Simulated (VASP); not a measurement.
A run of VASP 6.6.1 is set up as follows.

The input INCAR:

```
PREC = Accurate
ENCUT = 520
EDIFF = 1E-6
ISMEAR = 0
SIGMA = 0.05
LREAL = False
LASPH = True
NELM = 80
ALGO = Normal
ISIF = 2
LWAVE = False
LCHARG = False
GGA = PE
NBANDS = 16
```

Contents of KPOINTS:

```
Automatic mesh
0
Gamma
  10 10 6
```

File POSCAR:

```
AlN
1.0
    3.1302231758      0.0000000000      0.0000000000
   -1.5651115879      2.7108527897      0.0000000000
    0.0000000000      0.0000000000      5.0180270175
Al N
2 2
Direct
    0.3333333333      0.6666666667     -0.0007699051
    0.6666666667      0.3333333333      0.4992300949
    0.3333333333      0.6666666667      0.3807699051
    0.6666666667      0.3333333333      0.8807699051
```

Potentials or basis: VASP PAW PBE potentials, release 64 (Al, N).

The run is started by

```console
$ cat potpaw_PBE.64/Al/POTCAR potpaw_PBE.64/N/POTCAR > POTCAR
$ mpirun -np 1 vasp_std > vasp.out
```

(1) Predict the band gap on the k mesh.

(2) Estimate the pressure.

Answers

(1) 4.04 eV.

(2) -0.3 GPa.

**The experiment to reproduce.**

From “Self-assembly of well-separated AlN nanowires directly on sputtered metallic TiN films”, 2019, arxiv:1910.07391, for a bulk crystal of AlN at 10 K: band gap 6.034 eV (an exciton energy, a little under the gap).

A measured gap of AlN is 6.034 eV (an exciton energy, a little under the gap; 10 K; quoted in “Self-assembly of well-separated AlN nanowires directly on sputtered metallic TiN films”, 2019, arxiv:1910.07391); the calculated 4.04 eV misses it by -1.99 eV. 2 values of this kind are on record (6.034 to 6.0343 eV); this one was drawn at random. The value is that of PBE, without temperature or zero-point motion. Semilocal functionals fall short of measured gaps as a rule.
